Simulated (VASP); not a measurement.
## CdS: single point with PBE

CdS:

```
CELL_PARAMETERS angstrom
0.00000 2.90900 2.90900
2.90900 0.00000 2.90900
2.90900 2.90900 0.00000
ATOMIC_POSITIONS crystal
Cd 0.00000 0.00000 0.00000
S 0.25000 0.25000 0.25000
```

```json
{
  "Program": "VASP 6.6.1",
  "Task": "single point",
  "Functional": "PBE",
  "Potentials or basis": "VASP PAW PBE potentials, release 64 (Cd, S)",
  "Cutoff": "500 eV",
  "k mesh": "4 × 4 × 4",
  "Occupations": "gaussian, width 0.01 eV",
  "Spin": "no spin polarisation",
  "Dipole correction": "no",
  "Further INCAR settings": "ALGO = Normal; EDIFF = 1e-06; NBANDS = 16"
}
```

```
Pressure               : 3.9 GPa
Band gap on the k mesh : 1.16 eV, direct
```

Levels at points of the mesh, in eV from the valence-band top:
| k point | band 5 | band 6 | band 7 | band 8 | band 9 | band 10 | band 11 | band 12 | band 13 | band 14 |
| --- | --- | --- | --- | --- | --- | --- | --- | --- | --- | --- |
| (0.00, 0.00, 0.00) | -7.29 | -7.29 | 0.00 | 0.00 | 0.00 | 1.16 | 6.53 | 6.53 | 6.53 | 11.47 |
| (0.50, 0.00, 0.00) | -7.25 | -6.90 | -4.46 | -0.76 | -0.76 | 3.01 | 7.00 | 7.00 | 7.50 | 11.10 |
| (0.50, 0.50, 0.00) | -7.20 | -6.83 | -4.00 | -1.91 | -1.91 | 3.52 | 4.35 | 9.26 | 10.82 | 10.82 |

Wall time 9.9 s on 1 thread of AMD EPYC 9R45 (Zen 5), on a shared host, peak memory 0.13 GiB.

Caveat: the k points lie up to 0.47 Å⁻¹ apart. Expect the measured gap to be larger: semilocal functionals such as PBE lack the derivative discontinuity.
